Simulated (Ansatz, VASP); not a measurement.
# Na in VASP and in Ansatz

```xyz
1
Lattice="-2.1599 2.1599 2.1175 2.1599 -2.1599 2.1175 2.1599 2.1599 -2.1175" Properties=species:S:1:pos:R:3 pbc="T T T"
Na    0.0000    0.0000    0.0000
```

Change from the starting cell: equal xx and yy strain of +2 %.

Alike in both runs: task single point; functional PBEsol; k mesh 12 × 12 × 12; occupations fermi-dirac, width 0.05 eV; no spin polarisation.

```csv
,VASP,Ansatz
version,VASP 6.6.1,Ansatz 0.2.0
potentials or method,"VASP PAW PBE potentials, release 64 (Na_pv), cutoff 520 eV","all-electron LAPW, scalar-relativistic"
```

|  | VASP | Ansatz | Ansatz less VASP |
| --- | --- | --- | --- |
| pressure (GPa) | -0.6 | -0.6 | +0.02 |

VASP's potentials were made for PBE, not for PBEsol. Ansatz ran all-electron here, and VASP with PAW potentials.
